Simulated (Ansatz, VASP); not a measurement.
**InSb in VASP and in Ansatz**

```
Sb In
1.0
     3.71998    0.00000    0.00000
     0.00000    3.71998    0.00000
     0.00000    0.00000    3.71998
Sb In
1 1
Direct
  0.50000 0.50000 0.50000
  0.00000 0.00000 0.00000
```

Alike in both runs: task relaxation of cell and atoms; functional PBEsol; k mesh 12 × 12 × 12; occupations gaussian, width 0.1 eV; no spin polarisation.

|  | VASP | Ansatz |
| --- | --- | --- |
| version | VASP 6.6.1 | Ansatz 0.2.0 |
| potentials or method | VASP PAW PBE potentials, release 64 (Sb, In_d), cutoff 500 eV | scalar-relativistic, plane waves, PAW |
| valence electrons in the cell | 18 | 28 |

```csv
,VASP,Ansatz,Ansatz less VASP
"gap on the k mesh at the Fermi level, each at its own relaxed structure (eV)",none,none,-
relaxed volume (Å³/atom),25.93,25.93,+0.001
relaxed cell length with the largest relative difference (Å),3.729,3.729,0.0000
```

VASP's potentials were made for PBE, not for PBEsol. A gap of «none» marks a metal or a gap that the smearing closes. VASP's potentials hold 18 valence electrons a cell and Ansatz's 28, so a difference there can come from the potentials and not from the codes.

Neither program's run includes spin-orbit coupling. Noted on VASP's run: too few bands were computed for a metal, which touches its energy and stress.
